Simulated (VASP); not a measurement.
# GaN in VASP: further runs

The runs below take GaN through single point, with r2SCAN.

Program: VASP 6.6.1. These are calculated values, not measurements. Logs are shortened: lines on timing, memory, paths and dates and some standing lists are left out, and cuts for length are marked.

### Step 1. The cell of the first run

Symmetry: F-43m, No. 216, cubic system. The conventional cell has a = 4.394 Å, b = 4.394 Å, c = 4.394 Å, α = 90.00°, β = 90.00°, γ = 90.00°. Within 2.5 Å of Ga (site symmetry -43m) lie 4 N at 1.90 Å. Within 2.5 Å of N (site symmetry -43m) lie 4 Ga at 1.90 Å.

### Step 2. Single point, r2SCAN (strain -0.025 along x and y, -0.025 along z)

POSCAR reads:

```
GaN
1.0
    0.0000000000      2.1971630923      2.1971630923
    2.1971630923      0.0000000000      2.1971630923
    2.1971630923      2.1971630923      0.0000000000
Ga N
1 1
Direct
    0.0000000000      0.0000000000      0.0000000000
    0.7500000000      0.7500000000      0.7500000000
```

INCAR.step1 reads:

```
SYSTEM = GaN
ALGO = Normal
EDIFF = 1E-4
ENCUT = 520
GGA = PE
ISMEAR = 0
LASPH = .True.
LCHARG = .False.
LREAL = .False.
LWAVE = .True.
NBANDS = 16
NELM = 100
PREC = Accurate
SIGMA = 0.05
```

INCAR.step2 reads:

```
SYSTEM = GaN
ALGO = Normal
EDIFF = 1E-6
ENCUT = 520
ISIF = 2
ISMEAR = 0
ISTART = 1
LASPH = .True.
LCHARG = .False.
LMIXTAU = .True.
LREAL = .False.
LWAVE = .False.
METAGGA = R2SCAN
NBANDS = 16
NELM = 100
PREC = Accurate
SIGMA = 0.05
```

KPOINTS reads:

```
k-points
0
Gamma
  10 10 10
  0 0 0
```

Potentials or basis: VASP PAW PBE potentials, release 64 (Ga_d, N).

Command:

```
$ cat potpaw_PBE.64/Ga_d/POTCAR potpaw_PBE.64/N/POTCAR > POTCAR
$ cp INCAR.step1 INCAR
$ mpirun -np 1 vasp_std > vasp.out
$ cp INCAR.step2 INCAR
$ mpirun -np 1 vasp_std > vasp.out
```

OUTCAR:

```text
SYSTEM = GaN
   EDIFF = 1E-6
   ENCUT = 520
   ISIF = 2
   ISMEAR = 0
   ISTART = 1
   LASPH = .True.
   LREAL = .False.
   METAGGA = R2SCAN
   NELM = 100
   PREC = Accurate

 ion  position               nearest neighbor table
   1  0.000  0.000  0.000-   2 1.90   2 1.90   2 1.90   2 1.90
   2  0.750  0.750  0.750-   1 1.90   1 1.90   1 1.90   1 1.90

  LATTYP: Found a face centered cubic cell.
 ALAT       =     4.3943261846

  Lattice vectors:

 A1 = (   0.0000000000,   2.1971630923,   2.1971630923)
 A2 = (   2.1971630923,   0.0000000000,   2.1971630923)
 A3 = (   2.1971630923,   2.1971630923,   0.0000000000)

Analysis of symmetry for initial positions (statically):
=====================================================================
 Subroutine PRICEL returns:
 Original cell was already a primitive cell.

 Routine SETGRP: Setting up the symmetry group for a
 face centered cubic supercell.

 Subroutine GETGRP returns: Found 24 space group operations
 (whereof 24 operations were pure point group operations)
 out of a pool of 48 trial point group operations.

The static configuration has the point symmetry T_d .

Analysis of symmetry for dynamics (positions and initial velocities):
=====================================================================
 Subroutine PRICEL returns:
 Original cell was already a primitive cell.

 Routine SETGRP: Setting up the symmetry group for a
 face centered cubic supercell.

 Subroutine GETGRP returns: Found 24 space group operations
 (whereof 24 operations were pure point group operations)
 out of a pool of 48 trial point group operations.

The dynamic configuration has the point symmetry T_d .

 Subroutine INISYM returns: Found 24 space group operations
 (whereof 24 operations are pure point group operations),
 and found     1 'primitive' translations

----------------------------------------------------------------------------------------

                                     Primitive cell

  volume of cell :      21.2137

  direct lattice vectors                    reciprocal lattice vectors
     0.000000000  2.197163092  2.197163092    -0.227566175  0.227566175  0.227566175
     2.197163092  0.000000000  2.197163092     0.227566175 -0.227566175  0.227566175
     2.197163092  2.197163092  0.000000000     0.227566175  0.227566175 -0.227566175

  length of vectors
     3.107257844  3.107257844  3.107257844     0.394156177  0.394156177  0.394156177

  position of ions in fractional coordinates (direct lattice)
     0.000000000  0.000000000  0.000000000
     0.750000000  0.750000000  0.750000000

  ion indices of the primitive-cell ions
   primitive index   ion index
                 1           1
                 2           2

----------------------------------------------------------------------------------------

 KPOINTS: k-points

Automatic generation of k-mesh.
 Grid dimensions read from file:
 generate k-points for:   10   10   10

 Generating k-lattice:

  Cartesian coordinates                     Fractional coordinates (reciprocal lattice)
    -0.022756617  0.022756617  0.022756617     0.100000000  0.000000000  0.000000000
     0.022756617 -0.022756617  0.022756617     0.000000000  0.100000000  0.000000000
     0.022756617  0.022756617 -0.022756617     0.000000000  0.000000000  0.100000000

  Length of vectors
     0.039415618  0.039415618  0.039415618

  Shift w.r.t. Gamma in fractional coordinates (k-lattice)
     0.000000000  0.000000000  0.000000000

 Subroutine IBZKPT returns following result:
 ===========================================

 Found     47 irreducible k-points:

 Following reciprocal coordinates:
            Coordinates               Weight
  0.000000  0.000000  0.000000      1.000000
  0.100000  0.000000  0.000000      8.000000
  0.200000  0.000000  0.000000      8.000000
  0.300000  0.000000  0.000000      8.000000
  0.400000  0.000000  0.000000      8.000000
  0.500000  0.000000  0.000000      4.000000
[... 16 lines left out ...]
  0.300000  0.300000  0.000000      6.000000
  0.400000  0.300000  0.000000     24.000000
 [... further k-points ...]
   k-points           NKPTS =     47   k-points in BZ     NKDIM =     47   number of bands    NBANDS=     16
   number of dos      NEDOS =    301   number of ions     NIONS =      2
   total plane-waves  NPLWV =  13824
   dimension x,y,z NGX =    24 NGY =   24 NGZ =   24
   dimension x,y,z NGXF=    48 NGYF=   48 NGZF=   48
   ions per type =               1   1
   NGX,Y,Z   is equivalent  to a cutoff of  12.84, 12.84, 12.84 a.u.
   NGXF,Y,Z  is equivalent  to a cutoff of  25.68, 25.68, 25.68 a.u.
 SYSTEM =  GaN
   PREC   = accura    normal or accurate (medium, high low for compatibility)
   ISTART =      1    job   : 0-new  1-cont  2-samecut
   ICHARG =      0    charge: 1-file 2-atom 10-const
   ISPIN  =      1    spin polarized calculation?
   LNONCOLLINEAR =      F non collinear calculations
   LSORBIT =      F    spin-orbit coupling
   LASPH  =      T    aspherical Exc in radial PAW
   ENCUT  =  520.0 eV  38.22 Ry    6.18 a.u.   5.78  5.78  5.78*2*pi/ulx,y,z
   NELM   =    100;   NELMIN=  2; NELMDL=  0     # of ELM steps
   EDIFF  = 0.1E-05   stopping-criterion for ELM
   LREAL  =      F    real-space projection
   EDIFFG = 0.1E-04   stopping-criterion for IOM
   NSW    =      0    number of steps for IOM
   IBRION =     -1    ionic relax: 0-MD 1-quasi-New 2-CG
   NFREE  =      0    steps in history (QN), initial steepest desc. (CG)
   ISIF   =      2    stress and relaxation
   ISYM   =      2    0-nonsym 1-usesym 2-fastsym
   POTIM  = 0.5000    time-step for ionic-motion
   TEBEG  =    0.0;   TEEND  =   0.0 temperature during run
   PSTRESS=    0.0 pullay stress
   NELECT =      18.0000    total number of electrons
   NUPDOWN=      -1.0000    fix difference up-down
   EMIN   =  10.00;   EMAX   =-10.00  energy-range for DOS
   EFERMI =   0.00;   METHOD = LEGACY
   ISMEAR =     0;   SIGMA  =   0.05  broadening in eV -4-tet -1-fermi 0-gaus
   EFERMI_NEDOS =   21; number of points for ismear=-14 and -15
   IALGO  =     38    algorithm
   IMIX   =      4    mixing-type and parameters
     AMIX     =   0.40;   BMIX     =  1.00
     AMIX_MAG =   1.60;   BMIX_MAG =  1.00
  volume/ion in A,a.u.               =      10.61        71.58
  Fermi-wavevector in a.u.,A,eV,Ry     =   1.549863  2.928817 32.682228  2.402076
  Thomas-Fermi vector in A             =   2.654609
   LORBIT       =      0    0 simple, 1 ext, 2 COOP (PROOUT), +10 PAW based schemes
   METAGGA = R2SCAN    functional components
   LHFCALC =     F    Hartree Fock is set to
   AEXX    =    0.0000 exact exchange contribution
   IVDW    =     0    specifies the selected vdW correction
   LEPSILON=     F    determine dielectric tensor
   LRPA    =     F    only Hartree local field effects (RPA)
 non-spin polarized calculation
 Gauss-broadening in eV      SIGMA  =   0.05
  energy-cutoff  :      520.00
  volume of cell :       21.21
 maximum number of plane-waves:       588
   NGX = 11   NGY = 11   NGZ = 11

 number of electron      18.0000000 magnetization

 Free energy of the ion-electron system (eV)
  ---------------------------------------------------
  ext. energy  EPLUGINS =         0.00000000
  ---------------------------------------------------
  free energy    TOTEN  =       -21.81155002 eV

  energy without entropy =      -21.81155002  energy(sigma->0) =      -21.81155002

 E-fermi :   6.0795     XC(G=0): -13.0893

 val. band max:        5.8791517298   @ k =   0.0000   0.0000   0.0000
 cond. band min:       8.5038947456   @ k =   0.0000   0.0000   0.0000
 fundamental gap:      2.6247430158
 Fermi energy:         6.0794633888

 k-point     1 :       0.0000    0.0000    0.0000
  band No.  band energies     occupation
      1     -11.5397      2.00000
      2      -8.0374      2.00000
      3      -8.0374      2.00000
      4      -8.0374      2.00000
      5      -7.5952      2.00000
      6      -7.5952      2.00000
[... 8 lines left out ...]
     15      26.2197      0.00000
     16      26.2197      0.00000

 k-point     2 :       0.1000    0.0000    0.0000
  band No.  band energies     occupation
      1     -11.4127      2.00000
      2      -8.0198      2.00000
      3      -8.0197      2.00000
      4      -8.0010      2.00000
      5      -7.5968      2.00000
      6      -7.5968      2.00000
[... 8 lines left out ...]
     15      24.7389      0.00000
     16      24.9315      0.00000

 k-point     3 :       0.2000    0.0000    0.0000
  band No.  band energies     occupation
      1     -11.0802      2.00000
      2      -7.9782      2.00000
      3      -7.9782      2.00000
      4      -7.8480      2.00000
      5      -7.5957      2.00000
      6      -7.5957      2.00000
[... 8 lines left out ...]
     15      23.9254      0.00000
     16      23.9254      0.00000

 k-point     4 :       0.3000    0.0000    0.0000
  band No.  band energies     occupation
      1     -10.6897      2.00000
      2      -7.9396      2.00000
      3      -7.9396      2.00000
      4      -7.5800      2.00000
      5      -7.5799      2.00000
      6      -7.4677      2.00000
[... 8 lines left out ...]
     15      24.5800      0.00000
     16      24.5800      0.00000
[... 324 lines left out ...]
 k-point    22 :      -0.2000    0.2000    0.0000
  band No.  band energies     occupation
      1     -10.5673      2.00000
      2      -7.9157      2.00000
      3      -7.9017      2.00000
      4      -7.6382      2.00000
      5      -7.6238      2.00000
      6      -7.2643      2.00000
[... 8 lines left out ...]
     15      25.0594      0.00000
     16      28.4180      0.00000

 k-point    23 :       0.3000    0.3000    0.0000
  band No.  band energies     occupation
      1     -10.4467      2.00000
      2      -7.8532      2.00000
      3      -7.7902      2.00000
      4      -7.7902      2.00000
      5      -7.5312      2.00000
      6      -7.2756      2.00000
[... 8 lines left out ...]
     15      29.4545      0.00000
     16      30.7181      0.00000

 k-point    24 :       0.4000    0.3000    0.0000
  band No.  band energies     occupation
      1     -10.2550      2.00000
      2      -7.8668      2.00000
      3      -7.7432      2.00000
      4      -7.7410      2.00000
      5      -7.5190      2.00000
      6      -6.8389      2.00000
[... 8 lines left out ...]
     15      30.0333      0.00000
     16      30.5400      0.00000

 [... further k-points ...]
[... 5 lines left out ...]
  --------------------------------------------------------------------------------------
  -------------------------------------------------------------------------------------
  Total        2.2884399      2.2884399      2.2884399      0.0000000     -0.0000000     -0.0000000
  in kB      172.8356032    172.8356032    172.8356032      0.0000000     -0.0000000     -0.0000000
  external PRESSURE =     172.8356032 kB  Pullay stress =       0.0000000 kB

 VOLUME and BASIS-vectors are now :
 -----------------------------------------------------------------------------
  energy-cutoff  :      520.00
  volume of cell :       21.21
      direct lattice vectors                 reciprocal lattice vectors
     0.000000000  2.197163092  2.197163092    -0.227566175  0.227566175  0.227566175
     2.197163092  0.000000000  2.197163092     0.227566175 -0.227566175  0.227566175
     2.197163092  2.197163092  0.000000000     0.227566175  0.227566175 -0.227566175

 POSITION                                       TOTAL-FORCE (eV/Angst)
 -----------------------------------------------------------------------------------
      0.00000      0.00000      0.00000        -0.000000     -0.000000     -0.000000
      3.29574      3.29574      3.29574         0.000000      0.000000      0.000000
 -----------------------------------------------------------------------------------
    total drift:                               -0.000007     -0.000007     -0.000007

  FREE ENERGIE OF THE ION-ELECTRON SYSTEM (eV)
  ---------------------------------------------------
  free  energy   TOTEN  =       -21.8115500193 eV

  energy  without entropy=      -21.8115500193  energy(sigma->0) =      -21.81155002
```

Run time: 70 s. Hardware: 1 thread of Intel Xeon 8259CL, shared host; peak memory 0.15 GiB.

Results:

- Free energy: -21.8116 eV
- Pressure: 17.3 GPa
- Band gap on the k mesh: 2.62 eV

Levels at points of the mesh, in eV from the valence-band top:
```tsv
k point	band 6	band 7	band 8	band 9	band 10	band 11	band 12	band 13
(0.00, 0.00, 0.00)	-13.47	0.00	0.00	0.00	2.62	11.50	11.50	11.50
(0.50, 0.00, 0.00)	-12.33	-7.69	-1.10	-1.10	5.71	9.84	11.40	11.40
(0.50, 0.50, 0.00)	-11.96	-6.55	-3.07	-3.07	3.79	7.70	13.19	15.80
```

Caveat: the cell differs from its parent crystal (strain -0.025 along x and y, -0.025 along z); the cell stands under pressure; the PAW data sets were made with another functional, which shifts forces and pressure a little.

(Continued in part 2 of 3.)
